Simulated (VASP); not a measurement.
# Ru (P6_3/mmc) in VASP: further runs

Ru is run at these levels: PBEsol; tasks: relaxation of cell and atoms.

Program: VASP 6.6.1. These are calculated values, not measurements. Logs are shortened: lines on timing, memory, paths and dates and some standing lists are left out, and cuts for length are marked.

## Step 1: The cell of the first run

Symmetry: P6_3/mmc, No. 194, hexagonal system. Conventional cell: a = 2.692 Å, b = 2.692 Å, c = 4.248 Å, α = 90.00°, β = 90.00°, γ = 120.00°. Within 3.5 Å of Ru (site symmetry -6m2) lie 12 Ru at 2.63 to 2.69 Å.

## Step 2: Relaxation of cell and atoms, PBEsol, target pressure 10 GPa, at which the enthalpy is minimised

INCAR reads:

```
ALGO = Normal
EDIFF = 1E-6
EDIFFG = -0.002
ENCUT = 600
GGA = PS
IBRION = 2
ISIF = 3
ISMEAR = -1
LASPH = T
LCHARG = F
LREAL = F
LWAVE = F
NELM = 60
NSW = 100
PREC = Accurate
PSTRESS = 100.0
SIGMA = 0.1
```

KPOINTS reads:

```
k-points
0
Gamma
  20 20 12
```

POSCAR reads:

```
Ru
1.0
    2.6917162925      0.0000000000      0.0000000000
   -1.3458581462      2.3310946891      0.0000000000
    0.0000000000      0.0000000000      4.2477627804
Ru
2
Direct
    0.3333333333      0.6666666667      0.2500000000
    0.6666666667      0.3333333333      0.7500000000
```

Potentials or basis: VASP PAW PBE potentials, release 64 (Ru_pv).

The run is started by

```sh
$ cat potpaw_PBE.64/Ru_pv/POTCAR > POTCAR
$ mpirun -np 1 vasp_std > vasp.out
```

OUTCAR:

```text
EDIFF = 1E-6
   EDIFFG = -0.002
   ENCUT = 600
   GGA = PS
   IBRION = 2
   ISIF = 3
   ISMEAR = -1
   LASPH = T
   LREAL = F
   NELM = 60
   NSW = 100
   PREC = Accurate
   PSTRESS = 100.0

 ion  position               nearest neighbor table
   1  0.333  0.667  0.250-   2 2.63   2 2.63   2 2.63   2 2.63   2 2.63   2 2.63
   2  0.667  0.333  0.750-   1 2.63   1 2.63   1 2.63   1 2.63   1 2.63   1 2.63

  LATTYP: Found a hexagonal cell.
 ALAT       =     2.6917162925
 C/A-ratio  =     1.5780871083

  Lattice vectors:

 A1 = (   2.6917162925,   0.0000000000,   0.0000000000)
 A2 = (  -1.3458581462,   2.3310946891,   0.0000000000)
 A3 = (   0.0000000000,   0.0000000000,   4.2477627804)

Analysis of symmetry for initial positions (statically):
=====================================================================
 Subroutine PRICEL returns:
 Original cell was already a primitive cell.

 Routine SETGRP: Setting up the symmetry group for a
 hexagonal supercell.

 Subroutine GETGRP returns: Found 24 space group operations
 (whereof 12 operations were pure point group operations)
 out of a pool of 24 trial point group operations.

The static configuration has the point symmetry D_3d.
 The point group associated with its full space group is D_6h.

Analysis of symmetry for dynamics (positions and initial velocities):
=====================================================================
 Subroutine PRICEL returns:
 Original cell was already a primitive cell.

 Routine SETGRP: Setting up the symmetry group for a
 hexagonal supercell.

 Subroutine GETGRP returns: Found 24 space group operations
 (whereof 12 operations were pure point group operations)
 out of a pool of 24 trial point group operations.

The dynamic configuration has the point symmetry D_3d.
 The point group associated with its full space group is D_6h.

 Subroutine INISYM returns: Found 24 space group operations
 (whereof 12 operations are pure point group operations),
 and found     1 'primitive' translations

----------------------------------------------------------------------------------------

                                     Primitive cell

  volume of cell :      26.6532
[... 102 lines left out ...]
   EMIN   =  10.00;   EMAX   =-10.00  energy-range for DOS
   EFERMI =   0.00;   METHOD = LEGACY
   ISMEAR =    -1;   SIGMA  =   0.10  broadening in eV -4-tet -1-fermi 0-gaus
   EFERMI_NEDOS =   21; number of points for ismear=-14 and -15
   IALGO  =     38    algorithm
   IMIX   =      4    mixing-type and parameters
     AMIX     =   0.40;   BMIX     =  1.00
     AMIX_MAG =   1.60;   BMIX_MAG =  1.00
  volume/ion in A,a.u.               =      13.33        89.93
  Fermi-wavevector in a.u.,A,eV,Ry     =   1.664221  3.144922 37.683129  2.769632
  Thomas-Fermi vector in A             =   2.750802
   LORBIT       =      0    0 simple, 1 ext, 2 COOP (PROOUT), +10 PAW based schemes
   GGA     = PS    functional components
   LHFCALC =     F    Hartree Fock is set to
   AEXX    =    0.0000 exact exchange contribution
   IVDW    =     0    specifies the selected vdW correction
   LEPSILON=     F    determine dielectric tensor
   LRPA    =     F    only Hartree local field effects (RPA)
 conjugate gradient relaxation of ions
 non-spin polarized calculation
  energy-cutoff  :      600.00
  volume of cell :       26.65
 maximum number of plane-waves:       911
 NGX is ok and might be reduce to    24
   NGX = 11   NGY = 11   NGZ = 17

--------------------------------------- Ionic step        1  -------------------------------------------

 number of electron      27.9999996 magnetization

 Free energy of the ion-electron system (eV)
  ---------------------------------------------------
  ext. energy  EPLUGINS =         0.00000000
  ---------------------------------------------------
  free energy    TOTEN  =       -20.36922453 eV

  energy without entropy =      -20.31725850  energy(sigma->0) =      -20.34324151

------------------------ aborting loop because EDIFF is reached ----------------------------------------

  FORCE on cell =-STRESS in cart. coord.  units (eV):
  Direction    XX          YY          ZZ          XY          YZ          ZX
  --------------------------------------------------------------------------------------
  -------------------------------------------------------------------------------------
  Total       -0.0092878     -0.0092878     -0.0076136     -0.0000000      0.0000000      0.0000000
  in kB       -0.5583083     -0.5583083     -0.4576711     -0.0000000      0.0000000      0.0000000
  external PRESSURE =    -100.5247626 kB  Pullay stress =     100.0000000 kB
[... 97 lines left out ...]
  energy  without entropy=      -20.2996274389  energy(sigma->0) =      -20.32461285

  enthalpy is  TOTEN    =       -18.7285114505 eV   P V=        1.6210868135

[... ionic steps 4 to 14 ...]

--------------------------------------- Ionic step       15  -------------------------------------------

 number of electron      27.9999993 magnetization

------------------------ aborting loop because EDIFF is reached ----------------------------------------
[... 71 lines left out ...]
--------------------------------------- Ionic step       17  -------------------------------------------

 number of electron      27.9999993 magnetization

 Free energy of the ion-electron system (eV)
  ---------------------------------------------------
  ext. energy  EPLUGINS =         0.00000000
  ---------------------------------------------------
  free energy    TOTEN  =       -20.34766435 eV

  energy without entropy =      -20.29771852  energy(sigma->0) =      -20.32269144

 E-fermi :  13.5784     XC(G=0): -14.5655

 val. band max:       13.5773986007   @ k =   0.4000   0.0500   0.3333
 cond. band min:      13.5869296300   @ k =   0.4000   0.0000   0.3333
 fundamental gap:      0.0095310292
 Fermi energy:        13.5784239049

 k-point     1 :       0.0000    0.0000    0.0000
  band No.  band energies     occupation
      1     -30.2365      2.00000
      2     -29.1470      2.00000
      3     -29.1470      2.00000
      4     -28.9485      2.00000
      5     -28.9485      2.00000
      6     -28.8967      2.00000
[... 481 lines left out ...]
      5     -29.0811      2.00000
      6     -29.0766      2.00000
[... 10 lines left out ...]
     17      15.3952      0.00000
     18      23.0456      0.00000

 [... further k-points ...]

------------------------ aborting loop because EDIFF is reached ----------------------------------------

  FORCE on cell =-STRESS in cart. coord.  units (eV):
  Direction    XX          YY          ZZ          XY          YZ          ZX
  --------------------------------------------------------------------------------------
  -------------------------------------------------------------------------------------
  Total        1.6182455      1.6182455      1.6175138      0.0000000     -0.0000000      0.0000000
  in kB       99.9492402     99.9492402     99.9040447      0.0000000     -0.0000000      0.0000000
  external PRESSURE =      -0.0658250 kB  Pullay stress =     100.0000000 kB
[... 21 lines left out ...]
  energy  without entropy=      -20.2977185229  energy(sigma->0) =      -20.32269144

  enthalpy is  TOTEN    =       -18.7285969657 eV   P V=        1.6190673847

 reached required accuracy - stopping structural energy minimisation
```

CONTCAR:

```text
Ru
   1.00000000000000
     2.6663895867917886    0.0000000000026705    0.0000000000000000
    -1.3331947933440518    2.3091611185623888   -0.0000000000000000
     0.0000000000000000   -0.0000000000000000    4.2130602096705205
  Ru
     2
Direct
     0.3333333332999970    0.6666666667000030    0.2500000000000000
     0.6666666667000030    0.3333333332999970    0.7500000000000000

  0.00000000E+00  0.00000000E+00  0.00000000E+00
  0.00000000E+00  0.00000000E+00  0.00000000E+00
```

It took 16 min on 1 thread of Intel Xeon Platinum 8259CL at 2.50GHz (Skylake/Cascade Lake), shared host; peak memory 0.29 GiB.

What came out:

* Free energy: -20.3477 eV
* Relaxed volume: 12.97 Å³/atom
* Relaxed cell: a = 2.666 Å, b = 2.666 Å, c = 4.213 Å, α = 90.00°, β = 90.00°, γ = 120.00°
* Space group after relaxing (to 0.1 Å): P6_3/mmc (No. 194)
* Energy change on relaxing (the run minimises the enthalpy): +10.8 meV/atom
* Ionic steps: 17
* Pressure after relaxing: 10.0 GPa
* Band gap on the k mesh: zero (bands 14 and 15 overlap by 3.49 eV)

The path:
```
step  energy change (eV)  largest force (eV/Å)  pressure (GPa)  volume (Å³)
   1              0.0000                0.0000           -0.05        26.65
   2              0.4961                0.0000           57.86        23.56
   3              0.0196                0.0000            9.55        25.97
   4              0.0212                0.0000            9.94        25.95
   5              0.0221                0.0000           10.16        25.93
   6              0.0196                0.0000            9.42        25.97
   7              0.0209                0.0000            9.91        25.95
   8              0.0209                0.0000            9.87        25.95
   9              0.0207                0.0000            9.80        25.95
  10              0.0208                0.0000            9.85        25.95
  11              0.0230                0.0000           10.38        25.92
  12              0.0214                0.0000           10.06        25.94
  13              0.0213                0.0000            9.96        25.95
  14              0.0213                0.0000            9.92        25.94
  15              0.0214                0.0000            9.94        25.94
  16              0.0214                0.0000            9.97        25.94
  17              0.0216                0.0000            9.99        25.94
```

Final structure:
```
Ru
1.0
     2.66639    0.00000    0.00000
    -1.33319    2.30916    0.00000
     0.00000    0.00000    4.21306
Ru
2
Direct
  0.33333 0.66667 0.25000
  0.66667 0.33333 0.75000
```

Levels at points of the mesh, in eV from the Fermi level:
| k point | band 11 | band 12 | band 13 | band 14 | band 15 | band 16 | band 17 | band 18 |
| --- | --- | --- | --- | --- | --- | --- | --- | --- |
| (0.00, 0.00, 0.00) | -2.61 | -2.08 | -2.08 | -1.52 | -1.52 | 1.25 | 1.25 | 1.29 |
| (0.50, 0.00, 0.00) | -2.23 | -1.93 | -1.64 | 1.52 | 1.98 | 2.07 | 4.29 | 6.41 |
| (0.00, 0.00, 0.50) | -3.00 | -3.00 | -2.90 | -2.90 | 0.58 | 0.58 | 0.58 | 0.58 |
| (0.50, 0.00, 0.50) | -1.17 | -1.17 | 0.44 | 0.44 | 1.80 | 1.80 | 3.53 | 3.53 |

Caveat: the cell is relaxed towards a set pressure, so the run minimises the enthalpy, not the energy; the PAW data sets were made with another functional, which shifts forces and pressure a little.

## Step 3: Relaxation of cell and atoms, PBEsol, target pressure 15 GPa, at which the enthalpy is minimised

INCAR reads:

```
  ALGO = Normal
  EDIFF = 1E-6
  EDIFFG = -0.002
  ENCUT = 600
  GGA = PS
  IBRION = 2
  ISIF = 3
  ISMEAR = -1
  LASPH = T
  LCHARG = F
  LREAL = F
  LWAVE = F
  NELM = 100
  NSW = 100
  PREC = Accurate
  PSTRESS = 150.0
  SIGMA = 0.1
```

KPOINTS is that of step 2.

POSCAR is that of step 2.

Potentials or basis: VASP PAW PBE potentials, release 64 (Ru_pv).

The run is started by

```sh
$ cat potpaw_PBE.64/Ru_pv/POTCAR > POTCAR
$ mpirun -np 1 vasp_std > vasp.out
```

OUTCAR:

```text
EDIFF = 1E-6
   EDIFFG = -0.002
   ENCUT = 600
   GGA = PS
   IBRION = 2
   ISIF = 3
   ISMEAR = -1
   LASPH = T
   LREAL = F
   NELM = 100
   NSW = 100
   PREC = Accurate
   PSTRESS = 150.0

 ion  position               nearest neighbor table
   1  0.333  0.667  0.250-   2 2.63   2 2.63   2 2.63   2 2.63   2 2.63   2 2.63
   2  0.667  0.333  0.750-   1 2.63   1 2.63   1 2.63   1 2.63   1 2.63   1 2.63

  LATTYP: Found a hexagonal cell.
 ALAT       =     2.6917162925
 C/A-ratio  =     1.5780871083

  Lattice vectors:

 A1 = (   2.6917162925,   0.0000000000,   0.0000000000)
 A2 = (  -1.3458581462,   2.3310946891,   0.0000000000)
 A3 = (   0.0000000000,   0.0000000000,   4.2477627804)

[... 373 lines left out ...]
  ext. energy  EPLUGINS =         0.00000000
  ---------------------------------------------------
  free energy    TOTEN  =       -20.32311957 eV

  energy without entropy =      -20.27404233  energy(sigma->0) =      -20.29858095

 E-fermi :  13.8142     XC(G=0): -14.6423

 val. band max:       13.8129439464   @ k =   0.4000   0.0500   0.3333
 cond. band min:      13.8235021681   @ k =   0.4000   0.0000   0.3333
 fundamental gap:      0.0105582217
 Fermi energy:        13.8142359904

 k-point     1 :       0.0000    0.0000    0.0000
  band No.  band energies     occupation
      1     -30.0545      2.00000
      2     -28.9210      2.00000
      3     -28.9210      2.00000
      4     -28.7155      2.00000
      5     -28.7155      2.00000
      6     -28.6619      2.00000
[... 481 lines left out ...]
      5     -28.8537      2.00000
      6     -28.8486      2.00000
[... 10 lines left out ...]
     17      15.6653      0.00000
     18      23.3996      0.00000

 [... further k-points ...]

------------------------ aborting loop because EDIFF is reached ----------------------------------------

  FORCE on cell =-STRESS in cart. coord.  units (eV):
  Direction    XX          YY          ZZ          XY          YZ          ZX
  --------------------------------------------------------------------------------------
  -------------------------------------------------------------------------------------
  Total        2.4005321      2.4005321      2.3994434      0.0000000     -0.0000000      0.0000000
  in kB      150.0898231    150.0898231    150.0217520      0.0000000     -0.0000000      0.0000000
  external PRESSURE =       0.0671327 kB  Pullay stress =     150.0000000 kB
[... 21 lines left out ...]
  energy  without entropy=      -20.2740423258  energy(sigma->0) =      -20.29858095

  enthalpy is  TOTEN    =       -17.9240240529 eV   P V=        2.3990955201

 reached required accuracy - stopping structural energy minimisation
```

OSZICAR:

```text
N       E                     dE             d eps       ncg     rms          rms(c)
DAV:   1     0.306962454546E+03    0.30696E+03   -0.19500E+04 11088   0.193E+03
[... 81 lines left out ...]
  11 F= -.17924001E+02 E0= -.17899433E+02  d E =0.203953E-04
       N       E                     dE             d eps       ncg     rms          rms(c)
DAV:   1    -0.203234090575E+02    0.16670E-02   -0.64549E-03 11166   0.101E+00    0.161E-01
DAV:   2    -0.203231224190E+02    0.28664E-03   -0.80477E-04 11156   0.307E-01    0.257E-02
DAV:   3    -0.203231147094E+02    0.77097E-05   -0.52919E-05 11364   0.722E-02    0.157E-02
DAV:   4    -0.203231196671E+02   -0.49577E-05   -0.33650E-06 10542   0.174E-02    0.174E-03
DAV:   5    -0.203231195730E+02    0.94065E-07   -0.26105E-07  5590   0.558E-03
  12 F= -.17924024E+02 E0= -.17899485E+02  d E =-.298079E-05
```

CONTCAR:

```text
Ru
   1.00000000000000
     2.6551286006802526    0.0000000000022362    0.0000000000000000
    -1.3275643002888693    2.2994088185180730   -0.0000000000000000
    -0.0000000000000000   -0.0000000000000000    4.1972526270176598
  Ru
     2
Direct
     0.3333333332999970    0.6666666667000030    0.2500000000000000
     0.6666666667000030    0.3333333332999970    0.7500000000000000

  0.00000000E+00  0.00000000E+00  0.00000000E+00
  0.00000000E+00  0.00000000E+00  0.00000000E+00
```

Run time: 12 min. Hardware: 1 thread of Intel Xeon Platinum 8259CL at 2.50GHz (Skylake/Cascade Lake), shared host; peak memory 0.29 GiB.

What came out:

| Item | Value |
| --- | --- |
| Free energy | -20.3231 eV |
| Relaxed volume | 12.81 Å³/atom |
| Relaxed cell | a = 2.655 Å, b = 2.655 Å, c = 4.197 Å, α = 90.00°, β = 90.00°, γ = 120.00° |
| Space group after relaxing (to 0.1 Å) | P6_3/mmc (No. 194) |
| Energy change on relaxing (the run minimises the enthalpy) | +23.1 meV/atom |
| Ionic steps | 12 |
| Pressure after relaxing | 15.0 GPa |
| Band gap on the k mesh | zero (bands 14 and 15 overlap by 3.56 eV) |

Step by step:
```
step  energy change (eV)  largest force (eV/Å)  pressure (GPa)  volume (Å³)
   1              0.0000                0.0000           -0.05        26.65
   2              1.2059                0.0000          101.71        22.11
   3              0.0401                0.0000           13.92        25.69
   4              0.0449                0.0000           14.82        25.64
   5              0.0467                0.0000           15.13        25.62
   6              0.0471                0.0000           15.14        25.62
   7              0.0468                0.0000           15.11        25.62
   8              0.0468                0.0000           15.13        25.62
   9              0.0468                0.0000           15.13        25.62
  10              0.0468                0.0000           15.13        25.62
  11              0.0441                0.0000           14.65        25.65
  12              0.0461                0.0000           15.01        25.63
```

Final structure:
```xyz
2
Lattice="2.6551 0.0000 0.0000 -1.3276 2.2994 0.0000 0.0000 0.0000 4.1973" Properties=species:S:1:pos:R:3 pbc="T T T"
Ru    0.0000    1.5329    1.0493
Ru    1.3276    0.7665    3.1479
```

Caveat: the cell is relaxed towards a set pressure, so the run minimises the enthalpy, not the energy; the PAW data sets were made with another functional, which shifts forces and pressure a little.
